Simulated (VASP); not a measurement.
# SiC (R3m) in VASP: further runs

Runs on SiC. Level: r2SCAN. Tasks: single point.

All numbers are computed with VASP 6.6.1; they aren't measurements. Logs are shortened: lines on timing, memory, paths and dates and some standing lists are left out, and cuts for length are marked.

**1. The cell of the first run**

The structure is trigonal, space group R3m (No. 160). The conventional cell has a = 3.076 Å, b = 3.076 Å, c = 30.288 Å, α = 90.00°, β = 90.00°, γ = 120.00°. Si (site symmetry 3m) has 4 C at 1.87 to 1.94 Å within 2.5 Å. Within 2.5 Å of Si (site symmetry 3m) lie 4 C at 1.87 to 1.94 Å. Within 2.5 Å of Si (site symmetry 3m) lie 3 C at 1.87 Å. Si (site symmetry 3m) has 4 C at 1.87 to 1.94 Å within 2.5 Å. Within 2.5 Å of C (site symmetry 3m) lie 4 Si at 1.87 to 1.94 Å. C (site symmetry 3m) has 4 Si at 1.87 to 1.94 Å within 2.5 Å. Within 2.5 Å of C (site symmetry 3m) lie 3 Si at 1.87 Å. Within 2.5 Å of C (site symmetry 3m) lie 4 Si at 1.87 to 1.94 Å.

**2. Single point, r2SCAN**

Contents of POSCAR:

```
SiC
1.0
   -3.0759982064      0.0000000000      0.0000000000
   -1.5379991032     -2.6638925888      0.0000000000
   -1.5378453033     -0.8878753998     10.0960000000
Si C
4 4
Direct
    0.1154384583      0.1154384583      0.6537500000
    0.2820884583      0.2820884583      0.1537500000
    0.3654467917      0.3654467917      0.9037500000
    0.5320967917      0.5320967917      0.4037500000
    0.0512782083      0.0512782083      0.8462500000
    0.2179282083      0.2179282083      0.3462500000
    0.6345865417      0.6345865417      0.0962500000
    0.4679365417      0.4679365417      0.5962500000
```

Contents of INCAR.step1:

```
ALGO = Normal
EDIFF = 1E-4
ENCUT = 520
GGA = PE
ISMEAR = 0
LASPH = T
LCHARG = F
LREAL = F
LWAVE = T
NBANDS = 26
NELM = 100
PREC = Accurate
SIGMA = 0.05
```

Contents of INCAR.step2:

```
ALGO = Normal
EDIFF = 1E-6
ENCUT = 520
ISIF = 2
ISMEAR = 0
ISTART = 1
LASPH = T
LCHARG = T
LELF = T
LMIXTAU = T
LREAL = F
LVHAR = T
LWAVE = F
METAGGA = R2SCAN
NBANDS = 26
NELM = 100
PREC = Accurate
SIGMA = 0.05
```

Contents of KPOINTS:

```
k-points
0
Gamma
  8 8 3
```

Potentials or basis: VASP PAW PBE potentials, release 64 (Si, C).

Command:

```console
$ cat potpaw_PBE.64/Si/POTCAR potpaw_PBE.64/C/POTCAR > POTCAR
$ cp INCAR.step1 INCAR
$ mpirun -np 1 vasp_std > vasp.out
$ cp INCAR.step2 INCAR
$ mpirun -np 1 vasp_std > vasp.out
```

OUTCAR:

```text
EDIFF = 1E-6
   ENCUT = 520
   ISIF = 2
   ISMEAR = 0
   ISTART = 1
   LASPH = T
   LREAL = F
   METAGGA = R2SCAN
   NELM = 100
   PREC = Accurate

 ion  position               nearest neighbor table
   1  0.115  0.115  0.654-   8 1.87   8 1.87   8 1.87   5 1.94   3 3.09   4 3.09   4 3.09   3 3.09
                             3 3.09   4 3.09
   2  0.282  0.282  0.154-   7 1.87   7 1.87   7 1.87   6 1.94   3 2.52   4 3.09   4 3.09   4 3.09

   3  0.365  0.365  0.904-   5 1.87   5 1.87   5 1.87   2 2.52   1 3.09   1 3.09   1 3.09
   4  0.532  0.532  0.404-   6 1.87   6 1.87   6 1.87   8 1.94   2 3.09   1 3.09   1 3.09   2 3.09
                             2 3.09   1 3.09
   5  0.051  0.051  0.846-   3 1.87   3 1.87   3 1.87   1 1.94
   6  0.218  0.218  0.346-   4 1.87   4 1.87   4 1.87   2 1.94
   7  0.635  0.635  0.096-   2 1.87   2 1.87   2 1.87
   8  0.468  0.468  0.596-   1 1.87   1 1.87   1 1.87   4 1.94

  LATTYP: Found a base centered monoclinic cell.
 ALAT       =     5.3277851775
 B/A-ratio  =     0.5773502692
 C/A-ratio  =     1.9240595404
 COS(beta)  =    -0.1732274875

  Lattice vectors:

 A1 = (   3.0759982064,   0.0000000000,   0.0000000000)
 A2 = (   1.5379991032,   2.6638925888,   0.0000000000)
 A3 = (  -1.5378453033,  -0.8878753998,  10.0960000000)

Analysis of symmetry for initial positions (statically):
=====================================================================
 Subroutine PRICEL returns:
 Original cell was already a primitive cell.

 Routine SETGRP: Setting up the symmetry group for a
 base centered monoclinic supercell.

 Subroutine GETGRP returns: Found  2 space group operations
 (whereof  2 operations were pure point group operations)
 out of a pool of  4 trial point group operations.

The static configuration has the point symmetry C_1h.

Analysis of symmetry for dynamics (positions and initial velocities):
=====================================================================
 Subroutine PRICEL returns:
 Original cell was already a primitive cell.

 Routine SETGRP: Setting up the symmetry group for a
 base centered monoclinic supercell.

 Subroutine GETGRP returns: Found  2 space group operations
 (whereof  2 operations were pure point group operations)
 out of a pool of  4 trial point group operations.

[... 135 lines left out ...]
   LREAL  =      F    real-space projection
   EDIFFG = 0.1E-04   stopping-criterion for IOM
   NSW    =      0    number of steps for IOM
   IBRION =     -1    ionic relax: 0-MD 1-quasi-New 2-CG
   NFREE  =      0    steps in history (QN), initial steepest desc. (CG)
   ISIF   =      2    stress and relaxation
   ISYM   =      2    0-nonsym 1-usesym 2-fastsym
   POTIM  = 0.5000    time-step for ionic-motion
   TEBEG  =    0.0;   TEEND  =   0.0 temperature during run
   PSTRESS=    0.0 pullay stress
   NELECT =      32.0000    total number of electrons
   NUPDOWN=      -1.0000    fix difference up-down
   EMIN   =  10.00;   EMAX   =-10.00  energy-range for DOS
   EFERMI =   0.00;   METHOD = LEGACY
   ISMEAR =     0;   SIGMA  =   0.05  broadening in eV -4-tet -1-fermi 0-gaus
   EFERMI_NEDOS =   21; number of points for ismear=-14 and -15
   IALGO  =     38    algorithm
   IMIX   =      4    mixing-type and parameters
     AMIX     =   0.40;   BMIX     =  1.00
     AMIX_MAG =   1.60;   BMIX_MAG =  1.00
  volume/ion in A,a.u.               =      10.34        69.78
  Fermi-wavevector in a.u.,A,eV,Ry     =   1.192818  2.254099 19.358564  1.422814
  Thomas-Fermi vector in A             =   2.328847
   LORBIT       =      0    0 simple, 1 ext, 2 COOP (PROOUT), +10 PAW based schemes
   METAGGA = R2SCAN    functional components
   LHFCALC =     F    Hartree Fock is set to
   AEXX    =    0.0000 exact exchange contribution
   IVDW    =     0    specifies the selected vdW correction
   LEPSILON=     F    determine dielectric tensor
   LRPA    =     F    only Hartree local field effects (RPA)
 non-spin polarized calculation
 Gauss-broadening in eV      SIGMA  =   0.05
  energy-cutoff  :      520.00
  volume of cell :       82.73
 maximum number of plane-waves:      2242
   NGX = 11   NGY = 11   NGZ = 39

 number of electron      31.9999999 magnetization

 Free energy of the ion-electron system (eV)
  ---------------------------------------------------
  ext. energy  EPLUGINS =         0.00000000
  ---------------------------------------------------
  free energy    TOTEN  =       -75.04759707 eV

  energy without entropy =      -75.04759707  energy(sigma->0) =      -75.04759707

 E-fermi :   8.8629     XC(G=0): -11.9883

 val. band max:        8.5849317562   @ k =   0.0000   0.0000   0.0000
 cond. band min:       9.0716830643   @ k =   0.5000   0.0000   0.0000
 fundamental gap:      0.4867513082
 Fermi energy:         8.8628635214

 k-point     1 :       0.0000    0.0000    0.0000
  band No.  band energies     occupation
      1      -8.2006      2.00000
      2      -6.9990      2.00000
      3      -6.9386      2.00000
      4      -4.6471      2.00000
      5      -0.5810      2.00000
      6       3.6050      2.00000
[... 685 lines left out ...]
     25      17.4830      0.00000
     26      17.7281      0.00000

 [... further k-points ...]

------------------------ aborting loop because EDIFF is reached ----------------------------------------

  FORCE on cell =-STRESS in cart. coord.  units (eV):
  Direction    XX          YY          ZZ          XY          YZ          ZX
  --------------------------------------------------------------------------------------
  -------------------------------------------------------------------------------------
  Total       -1.8165394     -1.8154081      1.1036604     -0.0009797     -0.0003134     -0.0005428
  in kB      -35.1806028    -35.1586928     21.3743990     -0.0189746     -0.0060696     -0.0105126
  external PRESSURE =     -16.3216322 kB  Pullay stress =       0.0000000 kB

 VOLUME and BASIS-vectors are now :
 -----------------------------------------------------------------------------
  energy-cutoff  :      520.00
  volume of cell :       82.73
      direct lattice vectors                 reciprocal lattice vectors
    -3.075998206  0.000000000  0.000000000    -0.325097719  0.187695255 -0.033013074
    -1.537999103 -2.663892589  0.000000000     0.000000000 -0.375390511 -0.033013074
    -1.537845303 -0.887875400 10.096000000     0.000000000  0.000000000  0.099049128

 POSITION                                       TOTAL-FORCE (eV/Angst)
 -----------------------------------------------------------------------------------
     -1.53800     -0.88796      6.60026         0.000034      0.000020      0.682369
     -1.53800     -0.88796      1.55226         0.000123      0.000071      1.042155
     -3.07600     -1.77593      9.12426        -0.000377     -0.000218     -0.075847
     -3.07600     -1.77593      4.07626         0.000052      0.000030      0.562572
     -1.53800     -0.88796      8.54374         0.000073      0.000042     -0.867243
     -1.53800     -0.88796      3.49574        -0.000188     -0.000109     -0.463773
     -3.07600     -1.77593      0.97174         0.000130      0.000075     -0.203655
     -3.07600     -1.77593      6.01974         0.000154      0.000089     -0.676577
 -----------------------------------------------------------------------------------
    total drift:                                0.000079      0.000046     -0.000110

  FREE ENERGIE OF THE ION-ELECTRON SYSTEM (eV)
  ---------------------------------------------------
  free  energy   TOTEN  =       -75.0475970664 eV

  energy  without entropy=      -75.0475970664  energy(sigma->0) =      -75.04759707
```

OSZICAR.step1:

```text
N       E                     dE             d eps       ncg     rms          rms(c)
DAV:   1     0.762195506176E+02    0.76220E+02   -0.14469E+04  2964   0.111E+03
DAV:   2    -0.583229430441E+02   -0.13454E+03   -0.12548E+03  3880   0.197E+02
DAV:   3    -0.653479026775E+02   -0.70250E+01   -0.69688E+01  4018   0.419E+01
DAV:   4    -0.654354688118E+02   -0.87566E-01   -0.87451E-01  3840   0.545E+00
DAV:   5    -0.654369960506E+02   -0.15272E-02   -0.15265E-02  3950   0.679E-01    0.174E+01
DAV:   6    -0.583359176466E+02    0.71011E+01   -0.18796E+01  3764   0.192E+01    0.777E+00
DAV:   7    -0.582007961347E+02    0.13512E+00   -0.20138E+00  4052   0.653E+00    0.337E+00
DAV:   8    -0.581693406510E+02    0.31455E-01   -0.10250E-01  3684   0.163E+00    0.111E+00
DAV:   9    -0.581671154187E+02    0.22252E-02   -0.16896E-02  3766   0.757E-01    0.185E-01
DAV:  10    -0.581674576870E+02   -0.34227E-03   -0.13250E-03  3812   0.200E-01    0.107E-01
DAV:  11    -0.581676483249E+02   -0.19064E-03   -0.26247E-04  3136   0.986E-02    0.176E-02
DAV:  12    -0.581676509313E+02   -0.26063E-05   -0.17230E-05  1870   0.289E-02
   1 F= -.58167651E+02 E0= -.58167651E+02  d E =-.373079E-07
```

It took 4.6 min on 1 thread of Intel Xeon 6975P-C, shared host; peak memory 0.26 GiB.

What came out:

```yaml
Free_energy: -75.0476 eV
Pressure: -1.6 GPa
Largest_force: 1.042 eV/Å
Band_gap_on_the_k_mesh: 0.49 eV, indirect (least direct gap 1.66 eV)
```

Forces on the atoms (eV/Å):
```
Si   0.000  0.000  0.682
Si   0.000  0.000  1.042
Si   0.000  0.000 -0.076
Si   0.000  0.000  0.563
C    0.000  0.000 -0.867
C    0.000  0.000 -0.464
C    0.000  0.000 -0.204
C    0.000  0.000 -0.677
```

Stress tensor (GPa, compression positive):
```
-3.52  0.00  0.00
 0.00 -3.52  0.00
 0.00  0.00  2.14
```

Caveat: the PAW data sets were made with another functional, which shifts forces and pressure a little.

**3. Single point, r2SCAN**

This run uses another cell than the first one, of the same volume but with other edges.

Contents of POSCAR:

```
SiC
1.0
   -3.0759982064      0.0000000000      0.0000000000
   -1.5379991032     -2.6638925888      0.0000000000
   -3.0761520063     -1.7760171889     10.0960000000
Si C
4 4
Direct
   -0.1025217917     -0.1025217917      0.6537500000
    0.2308282083      0.2308282083      0.1537500000
    0.0641365417      0.0641365417      0.9037500000
    0.3974865417      0.3974865417      0.4037500000
   -0.2308615417     -0.2308615417      0.8462500000
    0.1024884583      0.1024884583      0.3462500000
    0.6024967917      0.6024967917      0.0962500000
    0.2691467917      0.2691467917      0.5962500000
```

Contents of INCAR.step1:

```
PREC = Accurate ; ENCUT = 520
ISMEAR = 0 ; SIGMA = 0.05
LREAL = False ; LASPH = True
NELM = 100 ; NBANDS = 26
GGA = PE ; ALGO = Normal
EDIFF = 1E-4 ; LWAVE = True
LCHARG = False
```

Contents of INCAR.step2:

```
PREC = Accurate ; ENCUT = 520
EDIFF = 1E-6 ; ISMEAR = 0
SIGMA = 0.05 ; LREAL = False
LASPH = True ; NELM = 100
ALGO = Normal ; ISIF = 2
LWAVE = False ; LCHARG = False
METAGGA = R2SCAN ; LMIXTAU = True
NBANDS = 26 ; ISTART = 1
```

Contents of KPOINTS:

```
regular mesh
0
Gamma
  8 8 3
```

Potentials or basis: VASP PAW PBE potentials, release 64 (Si, C).

Command:

```console
$ cat potpaw_PBE.64/Si/POTCAR potpaw_PBE.64/C/POTCAR > POTCAR
$ cp INCAR.step1 INCAR
$ mpirun -np 1 vasp_std > vasp.out
$ cp INCAR.step2 INCAR
$ mpirun -np 1 vasp_std > vasp.out
```

It took 4.4 min on 1 thread of Intel Xeon 6975P-C, shared host; peak memory 0.26 GiB.

It converged, with:

```yaml
Free_energy: -74.0138 eV
Pressure: 0.8 GPa
Largest_force: 2.196 eV/Å
Band_gap_on_the_k_mesh: 0.66 eV, indirect (least direct gap 1.30 eV)
```

Forces on the atoms (eV/Å):
```
Si   0.000  0.000  0.096
Si   0.000  0.000  0.821
Si   0.000  0.000  0.249
Si   0.000  0.000  0.457
C    0.000  0.000 -2.196
C    0.000  0.000 -0.339
C   -0.001 -0.001  1.431
C    0.000  0.000 -0.519
```

Stress tensor (GPa, compression positive):
```
-4.66  0.00 -0.01
 0.00 -4.66  0.00
-0.01  0.00 11.71
```

Levels at points of the mesh, in eV from the valence-band top:
```
           k point  band 14  band 15  band 16  band 17  band 18  band 19
(0.00, 0.00, 0.00)    -0.91    -0.91    -0.03     3.82     4.98     5.63
(0.50, 0.00, 0.00)    -3.09    -2.14    -0.81     0.66     1.76     3.02
(0.50, 0.50, 0.00)    -3.09    -2.14    -0.81     0.66     1.76     3.02
```

Caveat: the PAW data sets were made with another functional, which shifts forces and pressure a little.
